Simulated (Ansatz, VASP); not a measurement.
SrO in VASP and in Ansatz

File POSCAR:

```
SrO
1.0
    0.0000000000      2.5542472752      2.5542472752
    2.5542472752      0.0000000000      2.5542472752
    2.5542472752      2.5542472752      0.0000000000
Sr O
1 1
Direct
    0.5000000000      0.5000000000      0.5000000000
    0.0000000000      0.0000000000      0.0000000000
```

The input INCAR.step1:

```
PREC     = Accurate       # precision mode
ENCUT    = 520            # plane-wave cutoff, eV
ISMEAR   = 0              # smearing method
SIGMA    = 0.02           # smearing width, eV
LREAL    = False          # projectors in reciprocal space
LASPH    = True           # aspherical terms in the spheres
NELM     = 60             # most SCF steps
NBANDS   = 15             # bands
GGA      = PE             # functional
ALGO     = Normal         # electronic algorithm
EDIFF    = 1E-4           # SCF threshold, eV
LWAVE    = True           # write WAVECAR
LCHARG   = False          # write CHGCAR
```

INCAR.step2

```
PREC     = Accurate       # precision mode
ENCUT    = 520            # plane-wave cutoff, eV
EDIFF    = 1E-6           # SCF threshold, eV
ISMEAR   = 0              # smearing method
SIGMA    = 0.02           # smearing width, eV
LREAL    = False          # projectors in reciprocal space
LASPH    = True           # aspherical terms in the spheres
NELM     = 60             # most SCF steps
ALGO     = Normal         # electronic algorithm
ISIF     = 2              # what is computed and relaxed
LWAVE    = False          # write WAVECAR
LCHARG   = False          # write CHGCAR
METAGGA  = R2SCAN         # meta-GGA
LMIXTAU  = True         
NBANDS   = 15             # bands
ISTART   = 1
```

KPOINTS

```
Automatic mesh
0
Gamma
  8 8 8
```

Input for Ansatz:

```yaml
crystal:
  lattice:
    - [0.0, 2.5542472752, 2.5542472752]
    - [2.5542472752, 0.0, 2.5542472752]
    - [2.5542472752, 2.5542472752, 0.0]
  atoms:
    - { symbol: Sr, position: [0.5, 0.5, 0.5] }
    - { symbol: O, position: [0.0, 0.0, 0.0] }
basis:
  ecutwfc: 500
kpoints:
  mp_grid: { grid: [8, 8, 8] }
hamiltonian:
  xc: r2scan
scf:
  occupations: { method: gaussian, width: 0.02 }
output:
  forces: true
  stress: true
  eigenvalues: true
```

Alike in both runs: task single point; functional r2SCAN; k mesh 8 × 8 × 8; occupations gaussian, width 0.02 eV; no spin polarisation.

|  | VASP | Ansatz |
| --- | --- | --- |
| version | VASP 6.6.1 | Ansatz 0.2.0 |
| potentials or method | VASP PAW PBE potentials, release 64 (Sr_sv, O), cutoff 520 eV | scalar-relativistic, plane waves, PAW |
| valence electrons in the cell | 16 | 16 |

|  | VASP | Ansatz | Ansatz less VASP |
| --- | --- | --- | --- |
| gap on the k mesh at the Fermi level (eV) | 3.73 | 3.79 | +0.055 |
| least direct gap on the mesh (eV) | 3.80 | 3.84 | +0.042 |
| pressure (GPa) | 3.6 | 3.0 | -0.60 |

VASP's potentials were made for PBE, not for r2SCAN.
